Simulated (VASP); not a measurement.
Input of a VASP 6.6.1 run:

INCAR

```
PREC     = Accurate       # precision mode
ENCUT    = 520            # plane-wave cutoff, eV
EDIFF    = 1E-6           # SCF threshold, eV
ISMEAR   = -1             # smearing method
SIGMA    = 0.1            # smearing width, eV
LREAL    = False          # projectors in reciprocal space
LASPH    = True           # aspherical terms in the spheres
NELM     = 100            # most SCF steps
ALGO     = Normal         # electronic algorithm
ISIF     = 2              # what is computed and relaxed
LWAVE    = False          # write WAVECAR
LCHARG   = True           # write CHGCAR
GGA      = PE             # functional
LELF     = True           # ELF
LVHAR    = True         
NBANDS   = 13             # bands
```

KPOINTS

```
regular mesh
0
Gamma
  11 11 11
```

File POSCAR:

```
Se
1.0
    0.0000000000      2.5126160265      2.5126160265
    2.5126160265      0.0000000000      2.5126160265
    2.5126160265      2.5126160265      0.0000000000
Se
2
Direct
   -0.1250000000     -0.1250000000     -0.1250000000
    0.1250000000      0.1250000000      0.1250000000
```

Potentials or basis: VASP PAW PBE potentials, release 64 (Se).

The run is started by

```sh
$ cat potpaw_PBE.64/Se/POTCAR > POTCAR
$ mpirun -np 1 vasp_std > vasp.out
```

Question: Predict the band gap on the k mesh.

Answer: Zero (band 6 reaches 11.17 eV, above the bottom of band 7 at 7.76 eV).

Question: What does it give for the pressure?

Answer: 105.5 GPa.
